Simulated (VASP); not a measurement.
Crystal: TiSi3O8.

```
Si O Ti
1.0
     3.00571   -3.05766    0.00000
     3.00571    3.05766    0.00000
     0.00000    0.00000    5.50391
Si O Ti
3 8 1
Direct
  0.50000 0.50000 0.24408
  0.00000 0.00000 0.00000
  0.50000 0.50000 0.75592
  0.20094 0.20094 0.23203
  0.79906 0.79906 0.23203
  0.69451 0.30549 0.00000
  0.30549 0.69451 0.00000
  0.20094 0.20094 0.76797
  0.79906 0.79906 0.76797
  0.68155 0.31845 0.50000
  0.31845 0.68155 0.50000
  0.00000 0.00000 0.50000
```

Base run:

| Property | Result |
| --- | --- |
| Program | VASP 6.6.1 |
| Functional | r2SCAN |
| Potentials or basis | VASP PAW PBE potentials, release 64 (Si, O, Ti_sv) |
| Cutoff | 520 eV |
| k mesh | 6 × 6 × 6 |
| Occupations | gaussian, width 0.01 eV |
| Spin | no spin polarisation |

Its results: band gap on the k mesh 2.25 eV, direct; pressure 0.7 GPa; largest force 0.065 eV/Å.

Q: The run is repeated on the same cell with these changes: functional from r2SCAN to PBE; occupations from gaussian, width 0.01 eV to fermi-dirac, width 0.02 eV. What comes out?

A: Band gap on the k mesh 1.76 eV, direct; pressure 8.6 GPa; largest force 0.136 eV/Å.

Caveats: the PAW data sets were made with another functional, which shifts forces and pressure a little (some runs).

A k mesh can miss the band edges.
